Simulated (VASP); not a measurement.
Runs of VASP 6.6.1 on Ba. The structure is that of space group P6/mmm (No. 191), or close to it. The cells are those of the table. This isn't the form of Ba at room conditions, which is bcc.

```tsv
cell	gap on the mesh (eV)	pressure (GPa)
a = 4.527, b = 4.527, c = 3.913 Å, angles 90.0, 90.0, 120.0°, 1 atom	none	(a)
a = 4.527, b = 4.527, c = 4.109 Å, angles 90.0, 90.0, 120.0°, 1 atom	none	-0.9
a = 4.096, b = 4.096, c = 3.913 Å, angles 90.0, 90.0, 120.0°, 1 atom	none	1.0
a = 4.312, b = 4.312, c = 3.718 Å, angles 90.0, 90.0, 120.0°, 1 atom	none	0.5
a = 4.096, b = 4.096, c = 4.109 Å, angles 90.0, 90.0, 120.0°, 1 atom	none	0.5
```

Alike in all rows: task single point; level PBE; potentials or basis VASP PAW PBE potentials, release 64 (Ba_sv); no spin polarisation; k mesh 15 × 15 × 12; cutoff (eV) 520; smearing gaussian 0.15 eV.

Task: Fill in the values left out.

Result: (a) -0.6.

Caveats: spin-orbit coupling is left out, which moves the levels of the heavy elements.

A k mesh can miss the band edges, and the runs leave out spin-orbit coupling on Ba.

A gap of «none» marks levels without a gap at the run's occupations.
